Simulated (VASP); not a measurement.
Wanted: the native input for a VASP 6.6.1 run.

| Quantity | Value |
| --- | --- |
| Task | single point |
| Functional | PBE |
| Potentials or basis | VASP PAW PBE potentials, release 64 (Tl_d, As) |
| Cutoff | 520 eV |
| k mesh | 6 × 6 × 6 |
| Occupations | gaussian, width 0.1 eV |
| Spin | no spin polarisation |
| Dipole correction | no |
| Further INCAR settings | ALGO = Fast; EDIFF = 1e-06; NBANDS = 32 |

The structure of Tl3As2 lies in POSCAR:

```
Tl3As2
1.0
    2.0115433853      1.1613651149      9.3245239574
   -2.0115433853      1.1613651149      9.3245239574
    0.0000000000     -2.3227302299      9.3245239574
Tl As
3 2
Direct
    0.0000000000      0.0000000000      0.0000000000
    0.2095000000      0.2095000000      0.2095000000
    0.7905000000      0.7905000000      0.7905000000
    0.4000000000      0.4000000000      0.4000000000
    0.6000000000      0.6000000000      0.6000000000
```

The input as run:

INCAR

```
SYSTEM = Tl3As2
  ALGO = Fast
  EDIFF = 1E-6
  ENCUT = 520
  GGA = PE
  ISIF = 2
  ISMEAR = 0
  LASPH = .TRUE.
  LCHARG = .FALSE.
  LREAL = .FALSE.
  LWAVE = .FALSE.
  NBANDS = 32
  NELM = 100
  PREC = Accurate
  SIGMA = 0.1
```

KPOINTS

```
k-points
0
G
  6 6 6
  0 0 0
```

Potentials or basis: VASP PAW PBE potentials, release 64 (Tl_d, As).

Launch:

```bash
$ cat potpaw_PBE.64/Tl_d/POTCAR potpaw_PBE.64/As/POTCAR > POTCAR
$ mpirun -np 1 vasp_std > vasp.out
```

It gave:

| Quantity | Value |
| --- | --- |
| Pressure | 3.3 GPa |
| Largest force | 0.355 eV/Å |

It took 7 min on 1 thread of Intel(R) Xeon(R) Platinum 8559C (Emerald Rapids) (shared host), peak memory 0.78 GiB.
